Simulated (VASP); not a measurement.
# SiW6 in VASP: further runs

Runs on SiW6. Level: PBE+D3(BJ). Tasks: single point.

Everything below comes from runs of VASP 6.6.1. Logs are shortened: lines on timing, memory, paths and dates and some standing lists are left out, and cuts for length are marked.

**1. The cell of the first run**

The cell holds a slab with vacuum, 7 atoms: a = 4.468 Å, b = 4.468 Å, c = 21.726 Å, α = 90.00°, β = 90.00°, γ = 120.00°.

**2. Single point, PBE+D3(BJ)**

INCAR

```
SYSTEM = SiW6
  PREC = Accurate
  ENCUT = 520
  EDIFF = 1E-6
  ISMEAR = 0
  SIGMA = 0.1
  LREAL = .FALSE.
  LASPH = .TRUE.
  NELM = 60
  ALGO = Normal
  ISIF = 2
  LWAVE = .FALSE.
  LCHARG = .FALSE.
  LDIPOL = .TRUE.
  IDIPOL = 3
  DIPOL = 0.5 0.5 0.316
  GGA = PE
  IVDW = 12
  NBANDS = 53
```

KPOINTS

```
regular mesh
0
G
  6 6 1
  0 0 0
```

POSCAR

```
SiW6
1.0
    4.4682526324      0.0000000000      0.0000000000
   -2.2341263162      3.8696202902      0.0000000000
    0.0000000000      0.0000000000     21.7259061349
W Si
6 1
Direct
    0.6666666667      0.3333333333      0.1841119986
    0.3333333333      0.6666666667      0.2260931360
    0.0000000000      0.0000000000      0.2680742733
    0.6666666667      0.3333333333      0.3070897866
    0.3333333333      0.6666666667      0.3466976876
    0.0000000000      0.0000000000      0.3832248047
    0.0000000000      0.4444444444      0.4982948038
```

Potentials or basis: VASP PAW PBE potentials, release 64 (W_sv, Si).

On the command line:

```bash
cat potpaw_PBE.64/W_sv/POTCAR potpaw_PBE.64/Si/POTCAR > POTCAR
mpirun -np 1 vasp_std > vasp.out
```

OUTCAR:

```text
SYSTEM = SiW6
   PREC = Accurate
   ENCUT = 520
   EDIFF = 1E-6
   ISMEAR = 0
   LREAL = .FALSE.
   LASPH = .TRUE.
   NELM = 60
   ISIF = 2
   GGA = PE
   IVDW = 12
 IVDW          = 12

 ion  position               nearest neighbor table
   1  0.667  0.333  0.184-   4 2.67   2 2.74   2 2.74   2 2.74   3 3.16   3 3.16   3 3.16
   2  0.333  0.667  0.226-   5 2.62   3 2.74   3 2.74   3 2.74   1 2.74   1 2.74   1 2.74   4 3.12
                             4 3.12   4 3.12
   3  0.000  0.000  0.268-   6 2.50   4 2.72   4 2.72   4 2.72   2 2.74   2 2.74   2 2.74   5 3.09
                             5 3.09   5 3.09   1 3.16   1 3.16   1 3.16
   4  0.667  0.333  0.307-   1 2.67   3 2.72   3 2.72   3 2.72   5 2.72   5 2.72   5 2.72   6 3.06
                             6 3.06   6 3.06   2 3.12   2 3.12   2 3.12
   5  0.333  0.667  0.347-   2 2.62   6 2.70   6 2.70   6 2.70   4 2.72   4 2.72   4 2.72   3 3.09
                             3 3.09   3 3.09
   6  0.000  0.000  0.383-   3 2.50   5 2.70   5 2.70   5 2.70   4 3.06   4 3.06   4 3.06   7 3.19

   7  0.000  0.444  0.498-   6 3.19

  LATTYP: Found a hexagonal cell.
 ALAT       =     4.4682526324
 C/A-ratio  =     4.8622824004

  Lattice vectors:

 A1 = (   4.4682526324,   0.0000000000,   0.0000000000)
 A2 = (  -2.2341263162,   3.8696202902,   0.0000000000)
 A3 = (   0.0000000000,   0.0000000000,  21.7259061349)

Analysis of symmetry for initial positions (statically):
=====================================================================
 Subroutine PRICEL returns:
 Original cell was already a primitive cell.

 Routine SETGRP: Setting up the symmetry group for a
 hexagonal supercell.

 Subroutine GETGRP returns: Found  1 space group operations
 (whereof  1 operations were pure point group operations)
 out of a pool of 24 trial point group operations.

The static configuration has the point symmetry C_1 .

Analysis of symmetry for dynamics (positions and initial velocities):
=====================================================================
 Subroutine PRICEL returns:
 Original cell was already a primitive cell.

 Routine SETGRP: Setting up the symmetry group for a
 hexagonal supercell.

 Subroutine GETGRP returns: Found  1 space group operations
 (whereof  1 operations were pure point group operations)
 out of a pool of 24 trial point group operations.

The dynamic configuration has the point symmetry C_1 .

 Subroutine INISYM returns: Found  1 space group operations
 (whereof  1 operations are pure point group operations),
 and found     1 'primitive' translations

----------------------------------------------------------------------------------------

                                     Primitive cell

  volume of cell :     375.6505

  direct lattice vectors                    reciprocal lattice vectors
     4.468252632  0.000000000  0.000000000     0.223801133  0.129211644  0.000000000
    -2.234126316  3.869620290  0.000000000     0.000000000  0.258423288  0.000000000
     0.000000000  0.000000000 21.725906135     0.000000000  0.000000000  0.046028000

  length of vectors
     4.468252632  4.468252632 21.725906135     0.258423288  0.258423288  0.046028000

  position of ions in fractional coordinates (direct lattice)
     0.666666667  0.333333333  0.184111999
     0.333333333  0.666666667  0.226093136
     0.000000000  0.000000000  0.268074273
     0.666666667  0.333333333  0.307089787
     0.333333333  0.666666667  0.346697688
     0.000000000  0.000000000  0.383224805
     0.000000000  0.444444444  0.498294804

  ion indices of the primitive-cell ions
   primitive index   ion index
                 1           1
                 2           2
                 3           3
                 4           4
                 5           5
                 6           6
                 7           7

----------------------------------------------------------------------------------------

 KPOINTS: regular mesh

Automatic generation of k-mesh.
 Grid dimensions read from file:
 generate k-points for:    6    6    1

 Generating k-lattice:

  Cartesian coordinates                     Fractional coordinates (reciprocal lattice)
     0.037300189  0.021535274  0.000000000     0.166666667  0.000000000  0.000000000
     0.000000000  0.043070548  0.000000000     0.000000000  0.166666667  0.000000000
     0.000000000  0.000000000  0.046028000     0.000000000  0.000000000  1.000000000

  Length of vectors
     0.043070548  0.043070548  0.046028000

  Shift w.r.t. Gamma in fractional coordinates (k-lattice)
     0.000000000  0.000000000  0.000000000

 Subroutine IBZKPT returns following result:
 ===========================================

 Found     20 irreducible k-points:

 Following reciprocal coordinates:
            Coordinates               Weight
  0.000000  0.000000  0.000000      1.000000
  0.166667 -0.000000  0.000000      2.000000
  0.000000  0.166667  0.000000      2.000000
 -0.166667  0.166667  0.000000      2.000000
  0.333333 -0.000000  0.000000      2.000000
  0.000000  0.333333  0.000000      2.000000
[... 12 lines left out ...]
  0.500000 -0.166667  0.000000      2.000000
  0.333333  0.333333  0.000000      2.000000
   k-points           NKPTS =     20   k-points in BZ     NKDIM =     20   number of bands    NBANDS=     53
   number of dos      NEDOS =    301   number of ions     NIONS =      7
   total plane-waves  NPLWV = 209952
   dimension x,y,z NGX =    36 NGY =   36 NGZ =  162
   dimension x,y,z NGXF=    72 NGYF=   72 NGZF=  324
   ions per type =               6   1
   NGX,Y,Z   is equivalent  to a cutoff of  13.39, 13.39, 12.40 a.u.
   NGXF,Y,Z  is equivalent  to a cutoff of  26.79, 26.79, 24.79 a.u.
 SYSTEM =  SiW6
   PREC   = accura    normal or accurate (medium, high low for compatibility)
   ISTART =      0    job   : 0-new  1-cont  2-samecut
   ICHARG =      2    charge: 1-file 2-atom 10-const
   ISPIN  =      1    spin polarized calculation?
   LNONCOLLINEAR =      F non collinear calculations
   LSORBIT =      F    spin-orbit coupling
   LASPH  =      T    aspherical Exc in radial PAW
   ENCUT  =  520.0 eV  38.22 Ry    6.18 a.u.   8.31  8.31 40.40*2*pi/ulx,y,z
   NELM   =     60;   NELMIN=  2; NELMDL= -5     # of ELM steps
   EDIFF  = 0.1E-05   stopping-criterion for ELM
   LREAL  =      F    real-space projection
   EDIFFG = 0.1E-04   stopping-criterion for IOM
   NSW    =      0    number of steps for IOM
   IBRION =     -1    ionic relax: 0-MD 1-quasi-New 2-CG
   NFREE  =      0    steps in history (QN), initial steepest desc. (CG)
   ISIF   =      2    stress and relaxation
   ISYM   =      2    0-nonsym 1-usesym 2-fastsym
   POTIM  = 0.5000    time-step for ionic-motion
   TEBEG  =    0.0;   TEEND  =   0.0 temperature during run
   PSTRESS=    0.0 pullay stress
   NELECT =      88.0000    total number of electrons
   NUPDOWN=      -1.0000    fix difference up-down
   EMIN   =  10.00;   EMAX   =-10.00  energy-range for DOS
   EFERMI =   0.00;   METHOD = LEGACY
   ISMEAR =     0;   SIGMA  =   0.10  broadening in eV -4-tet -1-fermi 0-gaus
   EFERMI_NEDOS =   21; number of points for ismear=-14 and -15
   IALGO  =     38    algorithm
   IMIX   =      4    mixing-type and parameters
     AMIX     =   0.40;   BMIX     =  1.00
     AMIX_MAG =   1.60;   BMIX_MAG =  1.00
  volume/ion in A,a.u.               =      53.66       362.14
  Fermi-wavevector in a.u.,A,eV,Ry     =   1.009193  1.907099 13.857143  1.018471
  Thomas-Fermi vector in A             =   2.142107
   LORBIT       =      0    0 simple, 1 ext, 2 COOP (PROOUT), +10 PAW based schemes
   GGA     = PE    functional components
   LHFCALC =     F    Hartree Fock is set to
   AEXX    =    0.0000 exact exchange contribution
   IVDW    =    12    specifies the selected vdW correction
   LEPSILON=     F    determine dielectric tensor
   LRPA    =     F    only Hartree local field effects (RPA)
 non-spin polarized calculation
 Gauss-broadening in eV      SIGMA  =   0.10
  energy-cutoff  :      520.00
  volume of cell :      375.65
 maximum number of plane-waves:     10145
 NGX is ok and might be reduce to    36
   NGX = 17   NGY = 17   NGZ = 81

 dipolmoment           0.000000      0.000000     -0.295825 electrons x Angstroem

 number of electron      88.0000002 magnetization

 dipolmoment           0.000000      0.000000      0.061911 electrons x Angstroem

 Free energy of the ion-electron system (eV)
  ---------------------------------------------------
  ext. energy  EPLUGINS =         0.00000000
  ---------------------------------------------------
  free energy    TOTEN  =       -73.17661507 eV

  energy without entropy =      -73.13833031  energy(sigma->0) =      -73.15747269

 E-fermi :   0.2977     XC(G=0):  -5.2879

 val. band max:        0.2961222603   @ k =   0.1667   0.1667   0.0000
 cond. band min:       0.3157424359   @ k =   0.3333   0.1667   0.0000
 fundamental gap:      0.0196201756
 Fermi energy:         0.2977461351

 k-point     1 :       0.0000    0.0000    0.0000
  band No.  band energies     occupation
      1     -73.7102      2.00000
      2     -73.5864      2.00000
      3     -73.5830      2.00000
      4     -73.4965      2.00000
      5     -73.4065      2.00000
      6     -73.3365      2.00000
[... 45 lines left out ...]
     52       2.7695      0.00000
     53       2.9389      0.00000

 k-point     2 :       0.1667   -0.0000    0.0000
  band No.  band energies     occupation
      1     -73.7016      2.00000
      2     -73.5913      2.00000
      3     -73.5812      2.00000
      4     -73.4922      2.00000
      5     -73.4127      2.00000
      6     -73.3403      2.00000
[... 45 lines left out ...]
     52       2.6481      0.00000
     53       2.9658      0.00000
[... 950 lines left out ...]
     52       2.2346      0.00000
     53       2.3889      0.00000

 k-point    20 :       0.3333    0.3333    0.0000
  band No.  band energies     occupation
      1     -73.6616      2.00000
      2     -73.6165      2.00000
      3     -73.5750      2.00000
      4     -73.4627      2.00000
      5     -73.4502      2.00000
      6     -73.3544      2.00000
[... 45 lines left out ...]
     52       1.7776      0.00000
     53       2.2844      0.00000

------------------------ aborting loop because EDIFF is reached ----------------------------------------

 vacuum level on the upper side and lower side of the slab       (xc-potential included)         0.128        -0.506

 Edisp (eV)   -2.87246

 E8    (eV) :    -1.5067

  FORCE on cell =-STRESS in cart. coord.  units (eV):
  Direction    XX          YY          ZZ          XY          YZ          ZX
  --------------------------------------------------------------------------------------
  -------------------------------------------------------------------------------------
  Total      -8.13238    -8.51526    -8.15712     0.13280     0.13914     0.79555
  in kB     -34.68522   -36.31821   -34.79074     0.56641     0.59346     3.39308
  external pressure =      -35.26 kB  Pullay stress =        0.00 kB

 VOLUME and BASIS-vectors are now :
 -----------------------------------------------------------------------------
  energy-cutoff  :      520.00
  volume of cell :      375.65
      direct lattice vectors                 reciprocal lattice vectors
     4.468252632  0.000000000  0.000000000     0.223801133  0.129211644  0.000000000
    -2.234126316  3.869620290  0.000000000     0.000000000  0.258423288  0.000000000
     0.000000000  0.000000000 21.725906135     0.000000000  0.000000000  0.046028000

 POSITION                                       TOTAL-FORCE (eV/Angst)
 -----------------------------------------------------------------------------------
      2.23413      1.28987      4.00000         0.122270      0.087629      2.075384
     -0.00000      2.57975      4.91208        -0.036699     -0.064406     -0.779683
      0.00000      0.00000      5.82416        -0.098468      0.026717     -1.756048
      2.23413      1.28987      6.67180        -0.161544     -0.184879     -0.138021
     -0.00000      2.57975      7.53232        -0.080899     -0.182489      1.132332
      0.00000      0.00000      8.32591         0.006759      0.351619      1.654139
     -0.99295      1.71983     10.82591         0.248581     -0.034191     -2.188103
 -----------------------------------------------------------------------------------
    total drift:                               -0.000009      0.000004     -0.000287

  FREE ENERGIE OF THE ION-ELECTRON SYSTEM (eV)
  ---------------------------------------------------
  free  energy   TOTEN  =       -76.0490720049 eV

  energy  without entropy=      -76.0107872391  energy(sigma->0) =      -76.02992962

 vacuum level on the upper side and lower side of the slab         4.710         4.064
```

Wall time 20 min (1 thread of Oxide Virtual Turin-like, shared host); peak memory 0.63 GiB.

Results:

```
Free energy                : -76.0491 eV
Largest force              : 2.202 eV/Å
Band gap on the k mesh     : zero (band 44 reaches 0.35 eV, above the bottom of band 45 at 0.18 eV)
Dispersion energy per atom : -0.410 eV
```

Forces in eV/Å, atoms in the order of the input:
```
W    0.122  0.088  2.075
W   -0.037 -0.064 -0.780
W   -0.098  0.027 -1.756
W   -0.162 -0.185 -0.138
W   -0.081 -0.182  1.132
W    0.007  0.352  1.654
Si   0.249 -0.034 -2.188
```

Caveat: spin-orbit coupling is left out, which moves the levels of the heavy elements.

**3. Single point, PBE+D3(BJ)**

INCAR

```
PREC     = Accurate       # precision mode
ENCUT    = 520            # plane-wave cutoff, eV
EDIFF    = 1E-6           # SCF threshold, eV
ISMEAR   = 0              # smearing method
SIGMA    = 0.1            # smearing width, eV
LREAL    = F              # projectors in reciprocal space
LASPH    = T              # aspherical terms in the spheres
NELM     = 60             # most SCF steps
ALGO     = Normal         # electronic algorithm
ISIF     = 2              # what is computed and relaxed
LWAVE    = F              # write WAVECAR
LCHARG   = F              # write CHGCAR
LDIPOL   = T            
IDIPOL   = 3            
DIPOL    = 0.5 0.5 0.316
GGA      = PE             # functional
IVDW     = 12             # dispersion correction
NBANDS   = 53             # bands
```

KPOINTS

```
regular mesh
0
Gamma
  6 6 1
```

POSCAR, as its differences from that of step 2:

```diff
@@ -14,2 +14,2 @@
     0.0000000000      0.0000000000      0.3832248047
-    0.0000000000      0.4444444444      0.4982948038
+    0.0000000000      0.6666666667      0.4982948038
```

Potentials or basis: VASP PAW PBE potentials, release 64 (W_sv, Si).

On the command line:

```bash
cat potpaw_PBE.64/W_sv/POTCAR potpaw_PBE.64/Si/POTCAR > POTCAR
mpirun -np 1 vasp_std > vasp.out
```

Wall time 19 min (1 thread of Oxide Virtual Turin-like, shared host); peak memory 0.63 GiB.

The run converged. Its results:

```yaml
Free_energy: -76.1558 eV
Largest_force: 2.146 eV/Å
Band_gap_on_the_k_mesh: zero (band 44 reaches 0.35 eV, above the bottom of band 45 at 0.10 eV)
Dispersion_energy_per_atom: -0.408 eV
```

Forces on the atoms (eV/Å):
```
W    0.116  0.009  2.088
W   -0.065  0.073 -0.719
W    0.040 -0.199 -1.998
W   -0.237  0.043 -0.193
W   -0.249  0.176  0.995
W    0.380 -0.347  1.959
Si   0.015  0.246 -2.131
```

Levels at points of the mesh, in eV from the Fermi level:
```
           k point  band 42  band 43  band 44  band 45  band 46  band 47
(0.00, 0.00, 0.00)    -1.08    -0.95    -0.43     0.73     1.21     1.41
(0.50, 0.00, 0.00)    -0.69    -0.20     0.05     0.27     0.51     0.59
(0.00, 0.50, 0.00)    -0.77    -0.31     0.06     0.21     0.28     0.78
(0.50, 0.50, 0.00)    -0.77    -0.28     0.00     0.16     0.27     0.74
```

Caveat: spin-orbit coupling is left out, which moves the levels of the heavy elements.

(Part 1 of 2 ends here.)
